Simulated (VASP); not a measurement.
# LiTaO2 (P6/mmm) in VASP: single point with PBE

Aim: the single point of LiTaO2 with PBE.

Everything below comes from runs of VASP 6.6.1. Logs are shortened: lines on timing, memory, paths and dates and some standing lists are left out, and cuts for length are marked.

### Step 1. The cell of the first run

It takes space group P6/mmm (No. 191, hexagonal). The conventional cell has a = 3.694 Å, b = 3.694 Å, c = 5.710 Å, α = 90.00°, β = 90.00°, γ = 120.00°. Li (site symmetry 6/mmm) has 2 Ta at 2.86 Å and 12 O at 3.56 Å and 6 Li at 3.69 Å within 3.8 Å. Within 2.9 Å of Ta (site symmetry 6/mmm) lie 6 O at 2.13 Å and 2 Li at 2.86 Å. O (site symmetry -6m2) has 3 O at 2.13 Å and 3 Ta at 2.13 Å within 2.8 Å.

The cell was generated, and may not be a known phase.

### Step 2. Single point, PBE

The input, INCAR:

```
  PREC = Accurate
  ENCUT = 880
  EDIFF = 1E-6
  ISMEAR = 0
  SIGMA = 0.1
  LREAL = False
  LASPH = True
  NELM = 120
  ALGO = Normal
  ISIF = 2
  LWAVE = False
  LCHARG = False
  GGA = PE
  NBANDS = 22
  GGA_COMPAT = False
```

The input, KPOINTS:

```
Automatic mesh
0
Gamma
  6 6 4
```

The input, POSCAR:

```
LiTaO2
1.0
    3.6936345969      0.0000000000      0.0000000000
   -1.8468172985      3.1987813932      0.0000000000
    0.0000000000      0.0000000000      5.7103624863
Li Ta O
1 1 2
Direct
    0.0000000000      0.0000000000      0.5000000000
    0.0000000000      0.0000000000      0.0000000000
    0.3333333333      0.6666666667      0.0000000000
    0.6666666667      0.3333333333      0.0000000000
```

Potentials or basis: VASP PAW PBE potentials, release 64 (Li_sv, Ta_sv_GW, O).

Started as:

```
$ cat potpaw_PBE.64/Li_sv/POTCAR potpaw_PBE.64/Ta_sv_GW/POTCAR potpaw_PBE.64/O/POTCAR > POTCAR
$ mpirun -np 1 vasp_std > vasp.out
```

OUTCAR:

```text
PREC = Accurate
   ENCUT = 880
   EDIFF = 1E-6
   ISMEAR = 0
   LREAL = False
   LASPH = True
   NELM = 120
   ISIF = 2
   GGA = PE

 ion  position               nearest neighbor table
   1  0.000  0.000  0.500-   2 2.86   2 2.86
   2  0.000  0.000  0.000-   3 2.13   4 2.13   4 2.13   3 2.13   4 2.13   3 2.13   1 2.86   1 2.86

   3  0.333  0.667  0.000-   2 2.13   2 2.13   2 2.13
   4  0.667  0.333  0.000-   2 2.13   2 2.13   2 2.13

  LATTYP: Found a hexagonal cell.
 ALAT       =     3.6936345969
 C/A-ratio  =     1.5460009204

  Lattice vectors:

 A1 = (   3.6936345969,   0.0000000000,   0.0000000000)
 A2 = (  -1.8468172985,   3.1987813932,   0.0000000000)
 A3 = (   0.0000000000,   0.0000000000,   5.7103624863)

Analysis of symmetry for initial positions (statically):
=====================================================================
 Subroutine PRICEL returns:
 Original cell was already a primitive cell.

 Routine SETGRP: Setting up the symmetry group for a
 hexagonal supercell.

 Subroutine GETGRP returns: Found 24 space group operations
 (whereof 24 operations were pure point group operations)
 out of a pool of 24 trial point group operations.

The static configuration has the point symmetry D_6h.

Analysis of symmetry for dynamics (positions and initial velocities):
=====================================================================
 Subroutine PRICEL returns:
 Original cell was already a primitive cell.

 Routine SETGRP: Setting up the symmetry group for a
 hexagonal supercell.

 Subroutine GETGRP returns: Found 24 space group operations
 (whereof 24 operations were pure point group operations)
 out of a pool of 24 trial point group operations.

The dynamic configuration has the point symmetry D_6h.

 Subroutine INISYM returns: Found 24 space group operations
 (whereof 24 operations are pure point group operations),
 and found     1 'primitive' translations

----------------------------------------------------------------------------------------

                                     Primitive cell

  volume of cell :      67.4687

  direct lattice vectors                    reciprocal lattice vectors
     3.693634597  0.000000000  0.000000000     0.270736039  0.156309525  0.000000000
    -1.846817298  3.198781393  0.000000000     0.000000000  0.312619050  0.000000000
     0.000000000  0.000000000  5.710362486     0.000000000  0.000000000  0.175120231

  length of vectors
     3.693634597  3.693634597  5.710362486     0.312619050  0.312619050  0.175120231

  position of ions in fractional coordinates (direct lattice)
     0.000000000  0.000000000  0.500000000
     0.000000000  0.000000000  0.000000000
     0.333333333  0.666666667  0.000000000
     0.666666667  0.333333333  0.000000000

  ion indices of the primitive-cell ions
   primitive index   ion index
                 1           1
                 2           2
                 3           3
                 4           4

----------------------------------------------------------------------------------------

 KPOINTS: Automatic mesh

Automatic generation of k-mesh.
 Grid dimensions read from file:
 generate k-points for:    6    6    4

 Generating k-lattice:

  Cartesian coordinates                     Fractional coordinates (reciprocal lattice)
     0.045122673  0.026051587  0.000000000     0.166666667  0.000000000  0.000000000
     0.000000000  0.052103175  0.000000000     0.000000000  0.166666667  0.000000000
     0.000000000  0.000000000  0.043780058     0.000000000  0.000000000  0.250000000

  Length of vectors
     0.052103175  0.052103175  0.043780058

  Shift w.r.t. Gamma in fractional coordinates (k-lattice)
     0.000000000  0.000000000  0.000000000

 Subroutine IBZKPT returns following result:
 ===========================================

 Found     21 irreducible k-points:

 Following reciprocal coordinates:
            Coordinates               Weight
  0.000000  0.000000  0.000000      1.000000
  0.166667  0.000000  0.000000      6.000000
  0.333333  0.000000  0.000000      6.000000
  0.500000  0.000000  0.000000      3.000000
  0.166667  0.166667  0.000000      6.000000
  0.333333  0.166667  0.000000     12.000000
[... 13 lines left out ...]
  0.333333  0.166667  0.500000     12.000000
  0.333333  0.333333  0.500000      2.000000
   k-points           NKPTS =     21   k-points in BZ     NKDIM =     21   number of bands    NBANDS=     22
   number of dos      NEDOS =    301   number of ions     NIONS =      4
   total plane-waves  NPLWV =  72576
   dimension x,y,z NGX =    36 NGY =   36 NGZ =   56
   dimension x,y,z NGXF=    72 NGYF=   72 NGZF=  112
   ions per type =               1   1   2
   NGX,Y,Z   is equivalent  to a cutoff of  16.20, 16.20, 16.30 a.u.
   NGXF,Y,Z  is equivalent  to a cutoff of  32.41, 32.41, 32.61 a.u.
 SYSTEM =  unknown system
   PREC   = accura    normal or accurate (medium, high low for compatibility)
   ISTART =      0    job   : 0-new  1-cont  2-samecut
   ICHARG =      2    charge: 1-file 2-atom 10-const
   ISPIN  =      1    spin polarized calculation?
   LNONCOLLINEAR =      F non collinear calculations
   LSORBIT =      F    spin-orbit coupling
   LASPH  =      T    aspherical Exc in radial PAW
   ENCUT  =  880.0 eV  64.68 Ry    8.04 a.u.   8.93  8.93 13.81*2*pi/ulx,y,z
   NELM   =    120;   NELMIN=  2; NELMDL= -5     # of ELM steps
   EDIFF  = 0.1E-05   stopping-criterion for ELM
   LREAL  =      F    real-space projection
   EDIFFG = 0.1E-04   stopping-criterion for IOM
   NSW    =      0    number of steps for IOM
   IBRION =     -1    ionic relax: 0-MD 1-quasi-New 2-CG
   NFREE  =      0    steps in history (QN), initial steepest desc. (CG)
   ISIF   =      2    stress and relaxation
   ISYM   =      2    0-nonsym 1-usesym 2-fastsym
   POTIM  = 0.5000    time-step for ionic-motion
   TEBEG  =    0.0;   TEEND  =   0.0 temperature during run
   PSTRESS=    0.0 pullay stress
   NELECT =      28.0000    total number of electrons
   NUPDOWN=      -1.0000    fix difference up-down
   EMIN   =  10.00;   EMAX   =-10.00  energy-range for DOS
   EFERMI =   0.00;   METHOD = LEGACY
   ISMEAR =     0;   SIGMA  =   0.10  broadening in eV -4-tet -1-fermi 0-gaus
   EFERMI_NEDOS =   21; number of points for ismear=-14 and -15
   IALGO  =     38    algorithm
   IMIX   =      4    mixing-type and parameters
     AMIX     =   0.40;   BMIX     =  1.00
     AMIX_MAG =   1.60;   BMIX_MAG =  1.00
  volume/ion in A,a.u.               =      16.87       113.83
  Fermi-wavevector in a.u.,A,eV,Ry     =   1.221125  2.307592 20.288276  1.491146
  Thomas-Fermi vector in A             =   2.356318
   LORBIT       =      0    0 simple, 1 ext, 2 COOP (PROOUT), +10 PAW based schemes
   GGA     = PE    functional components
   LHFCALC =     F    Hartree Fock is set to
   AEXX    =    0.0000 exact exchange contribution
   IVDW    =     0    specifies the selected vdW correction
   LEPSILON=     F    determine dielectric tensor
   LRPA    =     F    only Hartree local field effects (RPA)
 non-spin polarized calculation
 Gauss-broadening in eV      SIGMA  =   0.10
  energy-cutoff  :      880.00
  volume of cell :       67.47
 maximum number of plane-waves:      4026
 NGX is ok and might be reduce to    36
   NGX = 17   NGY = 17   NGZ = 27

 number of electron      28.0000002 magnetization

 Free energy of the ion-electron system (eV)
  ---------------------------------------------------
  ext. energy  EPLUGINS =         0.00000000
  ---------------------------------------------------
  free energy    TOTEN  =       -30.83220906 eV

  energy without entropy =      -30.82754866  energy(sigma->0) =      -30.82987886

 E-fermi :   3.6488     XC(G=0):  -8.9305

 val. band max:        3.6124785824   @ k =   0.3333   0.3333   0.5000
 cond. band min:       3.6979380171   @ k =   0.1667   0.0000   0.5000
 fundamental gap:      0.0854594347
 Fermi energy:         3.6487718917

 k-point     1 :       0.0000    0.0000    0.0000
  band No.  band energies     occupation
      1     -65.2438      2.00000
      2     -43.8251      2.00000
      3     -31.6548      2.00000
      4     -31.5092      2.00000
      5     -31.5092      2.00000
      6     -16.5647      2.00000
[... 14 lines left out ...]
     21      12.0299      0.00000
     22      12.0975      0.00000

 k-point     2 :       0.1667    0.0000    0.0000
  band No.  band energies     occupation
      1     -65.2429      2.00000
      2     -43.8248      2.00000
      3     -31.6518      2.00000
      4     -31.5610      2.00000
      5     -31.5188      2.00000
      6     -16.2106      2.00000
[... 14 lines left out ...]
     21      11.3099      0.00000
     22      11.3972      0.00000

 k-point     3 :       0.3333    0.0000    0.0000
  band No.  band energies     occupation
      1     -65.2409      2.00000
      2     -43.8243      2.00000
      3     -31.6620      2.00000
      4     -31.6458      2.00000
      5     -31.5380      2.00000
      6     -15.3594      2.00000
[... 14 lines left out ...]
     21      10.5109      0.00000
     22      10.6539      0.00000

 k-point     4 :       0.5000    0.0000    0.0000
  band No.  band energies     occupation
      1     -65.2399      2.00000
      2     -43.8241      2.00000
      3     -31.7113      2.00000
      4     -31.6428      2.00000
      5     -31.5476      2.00000
      6     -14.5245      2.00000
[... 14 lines left out ...]
     21      10.1796      0.00000
     22      10.3884      0.00000

 k-point     5 :       0.1667    0.1667    0.0000
  band No.  band energies     occupation
      1     -65.2414      2.00000
      2     -43.8245      2.00000
      3     -31.6473      2.00000
      4     -31.6269      2.00000
      5     -31.5437      2.00000
      6     -15.6087      2.00000
[... 14 lines left out ...]
     21      10.3058      0.00000
     22      10.8954      0.00000

 k-point     6 :       0.3333    0.1667    0.0000
  band No.  band energies     occupation
      1     -65.2399      2.00000
      2     -43.8241      2.00000
      3     -31.6841      2.00000
      4     -31.6428      2.00000
      5     -31.5757      2.00000
      6     -14.7888      2.00000
[... 14 lines left out ...]
     21       9.5497      0.00000
     22      10.6928      0.00000

 k-point     7 :       0.3333    0.3333    0.0000
  band No.  band energies     occupation
      1     -65.2394      2.00000
      2     -43.8239      2.00000
      3     -31.6450      2.00000
      4     -31.6450      2.00000
      5     -31.6413      2.00000
      6     -14.3757      2.00000
[... 249 lines left out ...]
      6     -15.3588      2.00000
[... 14 lines left out ...]
     21      10.6547      0.00000
     22      11.4164      0.00000

 k-point    18 :       0.5000    0.0000    0.5000
  band No.  band energies     occupation
      1     -65.2399      2.00000
      2     -43.8242      2.00000
      3     -31.7112      2.00000
      4     -31.6422      2.00000
      5     -31.5476      2.00000
      6     -14.5238      2.00000
[... 14 lines left out ...]
     21      10.3890      0.00000
     22      11.1297      0.00000

 k-point    19 :       0.1667    0.1667    0.5000
  band No.  band energies     occupation
      1     -65.2414      2.00000
      2     -43.8246      2.00000
      3     -31.6467      2.00000
      4     -31.6268      2.00000
      5     -31.5437      2.00000
      6     -15.6080      2.00000
[... 14 lines left out ...]
     21      10.1627      0.00000
     22      10.6696      0.00000

 k-point    20 :       0.3333    0.1667    0.5000
  band No.  band energies     occupation
      1     -65.2399      2.00000
      2     -43.8242      2.00000
      3     -31.6841      2.00000
      4     -31.6422      2.00000
      5     -31.5757      2.00000
      6     -14.7881      2.00000
[... 14 lines left out ...]
     21       9.3130      0.00000
     22      10.2958      0.00000

 k-point    21 :       0.3333    0.3333    0.5000
  band No.  band energies     occupation
      1     -65.2394      2.00000
      2     -43.8240      2.00000
      3     -31.6450      2.00000
      4     -31.6450      2.00000
      5     -31.6407      2.00000
      6     -14.3752      2.00000
[... 14 lines left out ...]
     21       7.8634      0.00000
     22      11.0282      0.00000

------------------------ aborting loop because EDIFF is reached ----------------------------------------

  FORCE on cell =-STRESS in cart. coord.  units (eV):
  Direction    XX          YY          ZZ          XY          YZ          ZX
  --------------------------------------------------------------------------------------
  -------------------------------------------------------------------------------------
  Total        0.0007067      0.0007067      0.0044370     -0.0000000     -0.0000000      0.0000000
  in kB        0.0167820      0.0167820      0.1053663     -0.0000000     -0.0000000      0.0000000
  external PRESSURE =       0.0463101 kB  Pullay stress =       0.0000000 kB

 VOLUME and BASIS-vectors are now :
 -----------------------------------------------------------------------------
  energy-cutoff  :      880.00
  volume of cell :       67.47
      direct lattice vectors                 reciprocal lattice vectors
     3.693634597  0.000000000  0.000000000     0.270736039  0.156309525  0.000000000
    -1.846817298  3.198781393  0.000000000     0.000000000  0.312619050  0.000000000
     0.000000000  0.000000000  5.710362486     0.000000000  0.000000000  0.175120231

 POSITION                                       TOTAL-FORCE (eV/Angst)
 -----------------------------------------------------------------------------------
      0.00000      0.00000      2.85518         0.000000      0.000000     -0.000000
      0.00000      0.00000      0.00000         0.000000      0.000000     -0.000000
     -0.00000      2.13252      0.00000         0.000000     -0.000000      0.000000
      1.84682      1.06626      0.00000        -0.000000      0.000000     -0.000000
 -----------------------------------------------------------------------------------
    total drift:                               -0.000000      0.000000      0.000000

  FREE ENERGIE OF THE ION-ELECTRON SYSTEM (eV)
  ---------------------------------------------------
  free  energy   TOTEN  =       -30.8322090636 eV

  energy  without entropy=      -30.8275486552  energy(sigma->0) =      -30.82987886
```

It took 56 s on 1 thread of Intel Xeon 6975P-C (Granite Rapids), shared host; peak memory 0.29 GiB.

Results:

```yaml
Free_energy: -30.8322 eV
Pressure: 0.0 GPa
Band_gap_on_the_k_mesh: zero (bands 14 and 15 overlap by 0.10 eV)
```

Levels at points of the mesh, in eV from the Fermi level:
```csv
k point,band 12,band 13,band 14,band 15,band 16,band 17
"(0.00, 0.00, 0.00)",-1.41,-0.88,-0.88,1.39,1.39,2.83
"(0.50, 0.00, 0.00)",-2.77,-1.59,-0.94,0.91,1.13,3.39
"(0.00, 0.00, 0.50)",-1.42,-0.88,-0.88,-0.13,1.31,1.31
"(0.50, 0.00, 0.50)",-2.83,-1.57,-0.81,0.78,1.83,2.24
```

Caveat: spin-orbit coupling is left out, which moves the levels of the heavy elements.

The gap in the log of VASP goes by the Fermi energy; the results here count the filled bands.